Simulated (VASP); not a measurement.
# Rh (P6_3/mmc) in VASP: further runs, part 2 of 2

VASP 6.6.1. The steps go on from the part before.

## 3. Single point, LDA

INCAR

```
  PREC = Accurate
  ENCUT = 500
  EDIFF = 1E-6
  ISMEAR = 1
  SIGMA = 0.1
  LREAL = F
  LASPH = T
  NELM = 120
  ALGO = Normal
  ISIF = 2
  LWAVE = F
  LCHARG = F
  GGA = CA
  NBANDS = 22
  GGA_COMPAT = F
```

KPOINTS

```
Automatic mesh
0
Gamma
  10 10 5
```

POSCAR

```
Rh
1.0
    2.7309800000      0.0000000000      0.0000000000
   -1.3654900000      2.3650980572      0.0000000000
    0.0000000000      0.0000000000      4.4284900000
Rh
2
Direct
    0.6666666667      0.3333333333      0.7500000000
    0.3333333333      0.6666666667      0.2500000000
```

Potentials or basis: VASP PAW LDA potentials, release 64 (Rh_pv).

Command:

```
cat potpaw_LDA.64/Rh_pv/POTCAR > POTCAR
mpirun -np 1 vasp_std > vasp.out
```

OUTCAR:

```text
PREC = Accurate
   ENCUT = 500
   EDIFF = 1E-6
   ISMEAR = 1
   LREAL = F
   LASPH = T
   NELM = 120
   ISIF = 2
   GGA = CA

 ion  position               nearest neighbor table
   1  0.667  0.333  0.750-   2 2.72   2 2.72   2 2.72   2 2.72   2 2.72   2 2.72
   2  0.333  0.667  0.250-   1 2.72   1 2.72   1 2.72   1 2.72   1 2.72   1 2.72

  LATTYP: Found a hexagonal cell.
 ALAT       =     2.7309800000
 C/A-ratio  =     1.6215754052

  Lattice vectors:

 A1 = (   2.7309800000,   0.0000000000,   0.0000000000)
 A2 = (  -1.3654900000,   2.3650980572,   0.0000000000)
 A3 = (   0.0000000000,   0.0000000000,   4.4284900000)

Analysis of symmetry for initial positions (statically):
=====================================================================
 Subroutine PRICEL returns:
 Original cell was already a primitive cell.

 Routine SETGRP: Setting up the symmetry group for a
 hexagonal supercell.

 Subroutine GETGRP returns: Found 24 space group operations
 (whereof 12 operations were pure point group operations)
 out of a pool of 24 trial point group operations.

The static configuration has the point symmetry D_3d.
 The point group associated with its full space group is D_6h.

Analysis of symmetry for dynamics (positions and initial velocities):
=====================================================================
 Subroutine PRICEL returns:
 Original cell was already a primitive cell.

 Routine SETGRP: Setting up the symmetry group for a
 hexagonal supercell.

 Subroutine GETGRP returns: Found 24 space group operations
 (whereof 12 operations were pure point group operations)
 out of a pool of 24 trial point group operations.

The dynamic configuration has the point symmetry D_3d.
 The point group associated with its full space group is D_6h.

 Subroutine INISYM returns: Found 24 space group operations
 (whereof 12 operations are pure point group operations),
 and found     1 'primitive' translations

----------------------------------------------------------------------------------------

                                     Primitive cell

  volume of cell :      28.6038

  direct lattice vectors                    reciprocal lattice vectors
     2.730980000  0.000000000  0.000000000     0.366168921  0.211407725  0.000000000
    -1.365490000  2.365098057  0.000000000     0.000000000  0.422815450  0.000000000
     0.000000000  0.000000000  4.428490000     0.000000000  0.000000000  0.225810604

  length of vectors
     2.730980000  2.730980000  4.428490000     0.422815450  0.422815450  0.225810604

  position of ions in fractional coordinates (direct lattice)
     0.666666667  0.333333333  0.750000000
     0.333333333  0.666666667  0.250000000

  ion indices of the primitive-cell ions
   primitive index   ion index
                 1           1
                 2           2

----------------------------------------------------------------------------------------

 KPOINTS: Automatic mesh

Automatic generation of k-mesh.
 Grid dimensions read from file:
 generate k-points for:   10   10    5

 Generating k-lattice:

  Cartesian coordinates                     Fractional coordinates (reciprocal lattice)
     0.036616892  0.021140773  0.000000000     0.100000000  0.000000000  0.000000000
     0.000000000  0.042281545  0.000000000     0.000000000  0.100000000  0.000000000
     0.000000000  0.000000000  0.045162121     0.000000000  0.000000000  0.200000000

  Length of vectors
     0.042281545  0.042281545  0.045162121

  Shift w.r.t. Gamma in fractional coordinates (k-lattice)
     0.000000000  0.000000000  0.000000000

 Subroutine IBZKPT returns following result:
 ===========================================

 Found     42 irreducible k-points:

 Following reciprocal coordinates:
            Coordinates               Weight
  0.000000  0.000000  0.000000      1.000000
  0.100000  0.000000  0.000000      6.000000
  0.200000  0.000000  0.000000      6.000000
  0.300000 -0.000000  0.000000      6.000000
  0.400000  0.000000  0.000000      6.000000
  0.500000  0.000000  0.000000      3.000000
[... 16 lines left out ...]
  0.300000  0.100000  0.200000     24.000000
  0.400000  0.100000  0.200000     24.000000
 [... further k-points ...]
   k-points           NKPTS =     42   k-points in BZ     NKDIM =     42   number of bands    NBANDS=     22
   number of dos      NEDOS =    301   number of ions     NIONS =      2
   total plane-waves  NPLWV =  12800
   dimension x,y,z NGX =    20 NGY =   20 NGZ =   32
   dimension x,y,z NGXF=    40 NGYF=   40 NGZF=   64
   ions per type =               2
   NGX,Y,Z   is equivalent  to a cutoff of  12.17, 12.17, 12.01 a.u.
   NGXF,Y,Z  is equivalent  to a cutoff of  24.35, 24.35, 24.03 a.u.
 SYSTEM =  unknown system
   PREC   = accura    normal or accurate (medium, high low for compatibility)
   ISTART =      0    job   : 0-new  1-cont  2-samecut
   ICHARG =      2    charge: 1-file 2-atom 10-const
   ISPIN  =      1    spin polarized calculation?
   LNONCOLLINEAR =      F non collinear calculations
   LSORBIT =      F    spin-orbit coupling
   LASPH  =      T    aspherical Exc in radial PAW
   ENCUT  =  500.0 eV  36.75 Ry    6.06 a.u.   4.98  4.98  8.07*2*pi/ulx,y,z
   NELM   =    120;   NELMIN=  2; NELMDL= -5     # of ELM steps
   EDIFF  = 0.1E-05   stopping-criterion for ELM
   LREAL  =      F    real-space projection
   EDIFFG = 0.1E-04   stopping-criterion for IOM
   NSW    =      0    number of steps for IOM
   IBRION =     -1    ionic relax: 0-MD 1-quasi-New 2-CG
   NFREE  =      0    steps in history (QN), initial steepest desc. (CG)
   ISIF   =      2    stress and relaxation
   ISYM   =      2    0-nonsym 1-usesym 2-fastsym
   POTIM  = 0.5000    time-step for ionic-motion
   TEBEG  =    0.0;   TEEND  =   0.0 temperature during run
   PSTRESS=    0.0 pullay stress
   NELECT =      30.0000    total number of electrons
   NUPDOWN=      -1.0000    fix difference up-down
   EMIN   =  10.00;   EMAX   =-10.00  energy-range for DOS
   EFERMI =   0.00;   METHOD = LEGACY
   ISMEAR =     1;   SIGMA  =   0.10  broadening in eV -4-tet -1-fermi 0-gaus
   EFERMI_NEDOS =   21; number of points for ismear=-14 and -15
   IALGO  =     38    algorithm
   IMIX   =      4    mixing-type and parameters
     AMIX     =   0.40;   BMIX     =  1.00
     AMIX_MAG =   1.60;   BMIX_MAG =  1.00
  volume/ion in A,a.u.               =      14.30        96.51
  Fermi-wavevector in a.u.,A,eV,Ry     =   1.663314  3.143207 37.642043  2.766612
  Thomas-Fermi vector in A             =   2.750052
   LORBIT       =      0    0 simple, 1 ext, 2 COOP (PROOUT), +10 PAW based schemes
   GGA     = CA    functional components
   LHFCALC =     F    Hartree Fock is set to
   AEXX    =    0.0000 exact exchange contribution
   IVDW    =     0    specifies the selected vdW correction
   LEPSILON=     F    determine dielectric tensor
   LRPA    =     F    only Hartree local field effects (RPA)
 non-spin polarized calculation
 Methfessel and Paxton  Order N= 1 SIGMA  =   0.10
  energy-cutoff  :      500.00
  volume of cell :       28.60
 maximum number of plane-waves:       744
 NGX is ok and might be reduce to    20
   NGX =  9   NGY =  9   NGZ = 17

 number of electron      30.0000011 magnetization

 Free energy of the ion-electron system (eV)
  ---------------------------------------------------
  ext. energy  EPLUGINS =         0.00000000
  ---------------------------------------------------
  free energy    TOTEN  =       -17.15102841 eV

  energy without entropy =      -17.15436685  energy(sigma->0) =      -17.15214123

 E-fermi :  11.0914     XC(G=0): -14.1003

 val. band max:       11.0693303511   @ k =   0.3000   0.1000   0.4000
 cond. band min:      11.1079040311   @ k =   0.4000   0.0000   0.0000
 fundamental gap:      0.0385736800
 Fermi energy:        11.0914309999

 k-point     1 :       0.0000    0.0000    0.0000
  band No.  band energies     occupation
      1     -35.7459      2.00000
      2     -35.1802      2.00000
      3     -35.1802      2.00000
      4     -35.0858      2.00000
      5     -35.0858      2.00000
      6     -35.0838      2.00000
[... 14 lines left out ...]
     21      29.0693      0.00000
     22      29.6772      0.00000
[... 552 lines left out ...]
  band No.  band energies     occupation
      1     -35.6748      2.00000
      2     -35.5863      2.00000
      3     -35.4063      2.00000
      4     -35.3251      2.00000
      5     -35.2445      2.00000
      6     -35.2004      2.00000
[... 14 lines left out ...]
     21      23.6063      0.00000
     22      25.5624      0.00000

 [... further k-points ...]

------------------------ aborting loop because EDIFF is reached ----------------------------------------

  FORCE on cell =-STRESS in cart. coord.  units (eV):
  Direction    XX          YY          ZZ          XY          YZ          ZX
  --------------------------------------------------------------------------------------
  -------------------------------------------------------------------------------------
  Total       -3.3936108     -3.3936108     -3.2710689      0.0000000      0.0000000      0.0000000
  in kB     -190.0856273   -190.0856272   -183.2217133      0.0000000      0.0000000      0.0000000
  external PRESSURE =    -187.7976559 kB  Pullay stress =       0.0000000 kB

 VOLUME and BASIS-vectors are now :
 -----------------------------------------------------------------------------
  energy-cutoff  :      500.00
  volume of cell :       28.60
      direct lattice vectors                 reciprocal lattice vectors
     2.730980000  0.000000000  0.000000000     0.366168921  0.211407725  0.000000000
    -1.365490000  2.365098057  0.000000000     0.000000000  0.422815450  0.000000000
     0.000000000  0.000000000  4.428490000     0.000000000  0.000000000  0.225810604

 POSITION                                       TOTAL-FORCE (eV/Angst)
 -----------------------------------------------------------------------------------
      1.36549      0.78837      3.32137        -0.000000     -0.000000      0.000000
     -0.00000      1.57673      1.10712         0.000000      0.000000      0.000000
 -----------------------------------------------------------------------------------
    total drift:                               -0.000000      0.000000     -0.000000

  FREE ENERGIE OF THE ION-ELECTRON SYSTEM (eV)
  ---------------------------------------------------
  free  energy   TOTEN  =       -17.1510284142 eV

  energy  without entropy=      -17.1543668480  energy(sigma->0) =      -17.15214123
```

Wall time 12 s (1 thread of AMD EPYC 7R13 (Zen 3), shared host); peak memory 0.11 GiB.

Results:

* Free energy: -17.1510 eV
* Pressure: -18.8 GPa
* Band gap on the k mesh: zero (bands 15 and 16 overlap by 2.18 eV)

Stress tensor (GPa, compression positive):
```
-19.01   0.00   0.00
  0.00 -19.01   0.00
  0.00   0.00 -18.32
```

Levels at points of the mesh, in eV from the Fermi level:
| k point | band 13 | band 14 | band 15 | band 16 | band 17 | band 18 |
| --- | --- | --- | --- | --- | --- | --- |
| (0.00, 0.00, 0.00) | -2.40 | -1.79 | -1.79 | 0.13 | 0.13 | 0.70 |
| (0.50, 0.00, 0.00) | -2.06 | 0.40 | 0.59 | 0.68 | 2.90 | 4.90 |

Caveat: the cell stands under tension.
